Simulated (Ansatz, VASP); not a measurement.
# One calculation of Ga, two programs

```
Ga
1.0
     1.39700   -4.12541   -0.01742
     1.39700    4.12541   -0.01742
    -0.16059    0.00000    3.33449
Ga
2
Direct
  0.86684 0.13316 0.25000
  0.13316 0.86684 0.75000
```

Alike in both runs: task single point; functional PBE; k mesh 13 × 13 × 11; occupations fermi-dirac, width 0.1 eV; no spin polarisation.

|  | VASP | Ansatz |
| --- | --- | --- |
| version | VASP 6.6.1 | Ansatz 0.2.0 |
| potentials or method | VASP PAW PBE potentials, release 64 (Ga_d), cutoff 500 eV | plane waves (420 eV) with PAW, scalar-relativistic |
| valence electrons in the cell | 26 | 26 |

Ansatz gave:

* pressure (GPa): -0.1
* traceless stress, the component that is largest in VASP (GPa): 0.65

What did VASP give for the same quantities?

Pressure (GPa): -0.1; traceless stress, the component that is largest in VASP (GPa): 0.67.

The functional is the same, so the differences come from potentials, cutoffs and numerics.
